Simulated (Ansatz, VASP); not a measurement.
# One calculation of In, two programs

```
CELL_PARAMETERS angstrom
1.68069 0.97035 8.26182
-1.68069 0.97035 8.26182
0.00000 -1.94070 8.26182
ATOMIC_POSITIONS crystal
In 0.22199 0.22199 0.22199
In 0.77801 0.77801 0.77801
In 0.00000 0.00000 0.00000
```

Alike in both runs: task single point; functional PBE; k mesh 9 × 9 × 9; occupations fermi-dirac, width 0.05 eV; no spin polarisation.

```csv
,VASP,Ansatz
version,VASP 6.6.1,Ansatz 0.2.0
potentials or method,"VASP PAW PBE potentials, release 64 (In_d)",Ansatz PAW
plane-wave cutoff (eV),520,420
valence electrons in the cell,39,39
```

|  | VASP | Ansatz | Ansatz less VASP |
| --- | --- | --- | --- |
| gap on the k mesh at the Fermi level (eV) | none | none | - |
| pressure (GPa) | 0.9 | 1.0 | +0.04 |
| traceless stress, the component that is largest in VASP (GPa) | -0.36 | -0.36 | -0.003 |
| rms of the force components (eV/Å) | 0.012 | 0.012 | +0.0001 |

Atom by atom the forces differ by 0.000 eV/Å (rms over components). A gap of «none» marks a metal or a gap that the smearing closes.
